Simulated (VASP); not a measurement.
# BaSr3Ti4O12 (P4/mmm) in VASP: notebook, part 2 of 2

VASP 6.6.1.

### 3 Single point, r2SCAN (10.68 Å³/atom)

This run uses another cell than the first one, of 10.68 Å³/atom.

POSCAR reads:

```
BaSr3Ti4O12
1.0
    3.7656052869      0.0000000000      0.0000000000
    0.0000000000      3.7656052869      0.0000000000
    0.0000000000      0.0000000000     15.0568400211
Ba Sr Ti O
1 3 4 12
Direct
    0.0000000000      0.0000000000      0.0000000000
    0.0000000000      0.0000000000      0.2526948729
    0.0000000000      0.0000000000      0.5000000000
    0.0000000000      0.0000000000      0.7473051271
    0.5000000000      0.5000000000      0.1280988821
    0.5000000000      0.5000000000      0.3760094429
    0.5000000000      0.5000000000      0.6239905571
    0.5000000000      0.5000000000      0.8719011179
    0.0000000000      0.5000000000      0.1306169356
    0.0000000000      0.5000000000      0.3761736910
    0.0000000000      0.5000000000      0.6238263090
    0.0000000000      0.5000000000      0.8693830644
    0.5000000000      0.5000000000      0.0000000000
    0.5000000000      0.5000000000      0.2519940554
    0.5000000000      0.5000000000      0.5000000000
    0.5000000000      0.5000000000      0.7480059446
    0.5000000000      0.0000000000      0.1306169356
    0.5000000000      0.0000000000      0.3761736910
    0.5000000000      0.0000000000      0.6238263090
    0.5000000000      0.0000000000      0.8693830644
```

INCAR.step1 reads:

```
PREC = Accurate
ENCUT = 520
ISMEAR = 0
SIGMA = 0.02
LREAL = Auto
LASPH = T
NELM = 80
NBANDS = 96
GGA = PE
ALGO = Normal
EDIFF = 1E-4
LWAVE = T
LCHARG = F
```

INCAR.step2 reads:

```
PREC = Accurate
ENCUT = 520
EDIFF = 1E-7
ISMEAR = 0
SIGMA = 0.02
LREAL = Auto
LASPH = T
NELM = 80
ALGO = Normal
ISIF = 2
LWAVE = F
LCHARG = T
METAGGA = R2SCAN
LMIXTAU = T
LELF = T
LVHAR = T
NBANDS = 96
ISTART = 1
```

KPOINTS reads:

```
regular mesh
0
Gamma
  8 8 2
```

Potentials or basis: VASP PAW PBE potentials, release 64 (Ba_sv, Sr_sv, Ti_sv, O).

Launch:

```sh
cat potpaw_PBE.64/Ba_sv/POTCAR potpaw_PBE.64/Sr_sv/POTCAR potpaw_PBE.64/Ti_sv/POTCAR potpaw_PBE.64/O/POTCAR > POTCAR
cp INCAR.step1 INCAR
mpirun -np 1 vasp_std > vasp.out
cp INCAR.step2 INCAR
mpirun -np 1 vasp_std > vasp.out
```

Run time: 68 min. Hardware: 1 thread of Oxide Virtual Turin-like, shared host; peak memory 0.53 GiB.

Results (log left out):

| Item | Value |
| --- | --- |
| Free energy | -261.3122 eV |
| Pressure | 33.5 GPa |
| Largest force | 0.057 eV/Å |
| Band gap on the k mesh | 2.47 eV (least direct gap 2.71 eV) |

Forces in eV/Å, atoms in the order of the input:
```
Ba   0.000  0.000  0.000
Sr   0.000  0.000  0.007
Sr   0.000  0.000  0.000
Sr   0.000  0.000 -0.007
Ti   0.000  0.000  0.023
Ti   0.000  0.000  0.025
Ti   0.000  0.000 -0.025
Ti   0.000  0.000 -0.023
O    0.000  0.000  0.057
O    0.000  0.000 -0.001
O    0.000  0.000  0.001
O    0.000  0.000 -0.057
O    0.000  0.000  0.000
O    0.000  0.000  0.004
O    0.000  0.000  0.000
O    0.000  0.000 -0.004
O    0.000  0.000  0.057
O    0.000  0.000 -0.001
O    0.000  0.000  0.001
O    0.000  0.000 -0.057
```

Stress tensor (GPa, compression positive):
```
33.54  0.00  0.00
 0.00 33.54  0.00
 0.00  0.00 33.42
```

Levels at points of the mesh, in eV from the valence-band top:
```csv
k point,band 77,band 78,band 79,band 80,band 81,band 82,band 83,band 84
"(0.00, 0.00, 0.00)",-0.54,-0.24,-0.23,-0.23,2.47,2.49,2.49,2.58
"(0.50, 0.00, 0.00)",-0.74,-0.72,-0.60,-0.11,2.72,3.81,3.88,4.77
"(0.50, 0.50, 0.00)",-0.06,0.00,0.00,0.00,4.82,4.82,5.20,5.20
"(0.00, 0.00, 0.50)",-0.36,-0.36,-0.34,-0.34,2.48,2.55,2.66,2.74
"(0.50, 0.00, 0.50)",-1.00,-0.87,-0.34,-0.18,3.04,3.12,4.46,4.67
"(0.50, 0.50, 0.50)",-0.14,-0.11,-0.05,0.00,4.88,4.88,4.98,4.98
```

Caveat: the cell stands under pressure; the PAW data sets were made with another functional, which shifts forces and pressure a little; spin-orbit coupling is left out, which moves the levels of the heavy elements.

### 4 Single point, r2SCAN (13.34 Å³/atom)

This run uses another cell than the first one, of 13.34 Å³/atom.

POSCAR reads:

```
BaSr3Ti4O12
1.0
    4.0547999533      0.0000000000      0.0000000000
    0.0000000000      4.0547999533      0.0000000000
    0.0000000000      0.0000000000     16.2320949144
Ba Sr Ti O
1 3 4 12
Direct
    0.0000000000      0.0000000000      0.0000000000
    0.0000000000      0.0000000000      0.2521299938
    0.0000000000      0.0000000000      0.5000000000
    0.0000000000      0.0000000000      0.7478700062
    0.5000000000      0.5000000000      0.1298215277
    0.5000000000      0.5000000000      0.3764924417
    0.5000000000      0.5000000000      0.6235075583
    0.5000000000      0.5000000000      0.8701784723
    0.0000000000      0.5000000000      0.1308891740
    0.0000000000      0.5000000000      0.3764639312
    0.0000000000      0.5000000000      0.6235360688
    0.0000000000      0.5000000000      0.8691108260
    0.5000000000      0.5000000000      0.0000000000
    0.5000000000      0.5000000000      0.2525288686
    0.5000000000      0.5000000000      0.5000000000
    0.5000000000      0.5000000000      0.7474711314
    0.5000000000      0.0000000000      0.1308891740
    0.5000000000      0.0000000000      0.3764639312
    0.5000000000      0.0000000000      0.6235360688
    0.5000000000      0.0000000000      0.8691108260
```

INCAR.step1 reads:

```
PREC = Accurate ; ENCUT = 520
ISMEAR = 0 ; SIGMA = 0.02
LREAL = Auto ; LASPH = T
NELM = 60 ; NBANDS = 96
GGA = PE ; ALGO = Normal
EDIFF = 1E-4 ; LWAVE = T
LCHARG = F ; KPAR = 4
```

INCAR.step2 reads:

```
PREC = Accurate ; ENCUT = 520
EDIFF = 1E-7 ; ISMEAR = 0
SIGMA = 0.02 ; LREAL = Auto
LASPH = T ; NELM = 60
ALGO = Normal ; ISIF = 2
LWAVE = F ; LCHARG = F
METAGGA = R2SCAN ; LMIXTAU = T
NBANDS = 96 ; ISTART = 1
KPAR = 4
```

KPOINTS is that of step 3.

Potentials or basis: VASP PAW PBE potentials, release 64 (Ba_sv, Sr_sv, Ti_sv, O).

Launch:

```sh
cat potpaw_PBE.64/Ba_sv/POTCAR potpaw_PBE.64/Sr_sv/POTCAR potpaw_PBE.64/Ti_sv/POTCAR potpaw_PBE.64/O/POTCAR > POTCAR
cp INCAR.step1 INCAR
mpirun -np 4 vasp_std > vasp.out
cp INCAR.step2 INCAR
mpirun -np 4 vasp_std > vasp.out
```

OUTCAR:

```text
PREC = Accurate
   ENCUT = 520
   EDIFF = 1E-7
   ISMEAR = 0
   LREAL = Auto
   LASPH = T
   NELM = 60
   ISIF = 2
   METAGGA = R2SCAN
   ISTART = 1

 ion  position               nearest neighbor table
   1  0.000  0.000  0.000-  13 2.87  13 2.87  13 2.87  13 2.87  20 2.94   9 2.94  12 2.94  12 2.94
                             9 2.94  17 2.94  20 2.94  17 2.94   5 3.56   8 3.56   8 3.56   8 3.56
   2  0.000  0.000  0.252-   9 2.83  17 2.83   9 2.83  17 2.83  10 2.86  10 2.86  18 2.86  18 2.86
[... 2543 lines left out ...]
  Total      -22.5644527    -22.5644527    -22.5644589      0.0000000     -0.0000000     -0.0000000
  in kB     -135.4633923   -135.4633923   -135.4634299      0.0000000     -0.0000000     -0.0000000
  external PRESSURE =    -135.4634048 kB  Pullay stress =       0.0000000 kB

 VOLUME and BASIS-vectors are now :
 -----------------------------------------------------------------------------
  energy-cutoff  :      520.00
  volume of cell :      266.88
      direct lattice vectors                 reciprocal lattice vectors
     4.054799953  0.000000000  0.000000000     0.246621291  0.000000000  0.000000000
     0.000000000  4.054799953  0.000000000     0.000000000  0.246621291  0.000000000
     0.000000000  0.000000000 16.232094914     0.000000000  0.000000000  0.061606343

 POSITION                                       TOTAL-FORCE (eV/Angst)
 -----------------------------------------------------------------------------------
      0.00000      0.00000      0.00000        -0.000000     -0.000000      0.000000
      0.00000      0.00000      4.09260        -0.000000     -0.000000      0.004819
      0.00000      0.00000      8.11605        -0.000000     -0.000000      0.000000
      0.00000      0.00000     12.13950        -0.000000     -0.000000     -0.004819
      2.02740      2.02740      2.10728        -0.000000     -0.000000      0.009683
      2.02740      2.02740      6.11126        -0.000000      0.000000      0.007744
[... 12 lines left out ...]
      2.02740      0.00000     10.12130         0.000000     -0.000000      0.002968
      2.02740      0.00000     14.10749         0.000000     -0.000000     -0.028297
 -----------------------------------------------------------------------------------
    total drift:                                0.000000      0.000000      0.000000

  FREE ENERGIE OF THE ION-ELECTRON SYSTEM (eV)
  ---------------------------------------------------
  free  energy   TOTEN  =      -263.1983251035 eV

  energy  without entropy=     -263.1983251035  energy(sigma->0) =     -263.19832510
```

OUTCAR.step1:

```text
PREC = Accurate
   ENCUT = 520
   ISMEAR = 0
   LREAL = Auto
   LASPH = T
[... 2570 lines left out ...]
      2.02740      2.02740      2.10728        -0.000000     -0.000000     -0.032090
      2.02740      2.02740      6.11126        -0.000000      0.000000      0.009079
[... 12 lines left out ...]
      2.02740      0.00000     10.12130         0.000000     -0.000000      0.002865
      2.02740      0.00000     14.10749        -0.000000     -0.000000     -0.018812
 -----------------------------------------------------------------------------------
    total drift:                                0.000000      0.000000      0.000000

  FREE ENERGIE OF THE ION-ELECTRON SYSTEM (eV)
  ---------------------------------------------------
  free  energy   TOTEN  =      -159.7296559808 eV

  energy  without entropy=     -159.7296559808  energy(sigma->0) =     -159.72965598
```

It took 31 min on 4 MPI ranks of Oxide Virtual Turin-like, shared host; peak memory 0.67 GiB.

Results:

```
Free energy            : -263.1983 eV
Pressure               : -13.5 GPa
Largest force          : 0.028 eV/Å
Band gap on the k mesh : 2.02 eV (least direct gap 2.22 eV)
```

Forces in eV/Å, atoms in the order of the input:
```
Ba   0.000  0.000  0.000
Sr   0.000  0.000  0.005
Sr   0.000  0.000  0.000
Sr   0.000  0.000 -0.005
Ti   0.000  0.000  0.010
Ti   0.000  0.000  0.008
Ti   0.000  0.000 -0.008
Ti   0.000  0.000 -0.010
O    0.000  0.000  0.028
O    0.000  0.000 -0.003
O    0.000  0.000  0.003
O    0.000  0.000 -0.028
O    0.000  0.000  0.000
O    0.000  0.000  0.023
O    0.000  0.000  0.000
O    0.000  0.000 -0.023
O    0.000  0.000  0.028
O    0.000  0.000 -0.003
O    0.000  0.000  0.003
O    0.000  0.000 -0.028
```

Caveat: the cell stands under tension; the PAW data sets were made with another functional, which shifts forces and pressure a little; spin-orbit coupling is left out, which moves the levels of the heavy elements.

### 5 Summary

| cell | gap on the mesh (eV) | pressure (GPa) | largest force (eV/Å) |
| --- | --- | --- | --- |
| a = 3.808, b = 3.808, c = 15.227 Å, 20 atoms, atomic positions A | 2.41 | 23.3 | 0.05 |
| a = 3.766, b = 3.766, c = 15.057 Å, 20 atoms, atomic positions B | 2.47 | 33.5 | 0.06 |
| a = 4.055, b = 4.055, c = 16.232 Å, 20 atoms, atomic positions C | 2.02 | -13.5 | 0.03 |

Alike in all rows: task single point; level r2SCAN; potentials or basis VASP PAW PBE potentials, release 64 (Ba_sv, Sr_sv, Ti_sv, O); no spin polarisation; k mesh 8 × 8 × 2; cutoff (eV) 520; smearing gaussian 0.02 eV.

Caveats: the PAW data sets were made with another functional, which shifts forces and pressure a little; spin-orbit coupling is left out, which moves the levels of the heavy elements; the cell stands under pressure (at least some runs); the cell stands under tension (at least some runs).

Absolute energies hang on the potentials; compare differences alone.
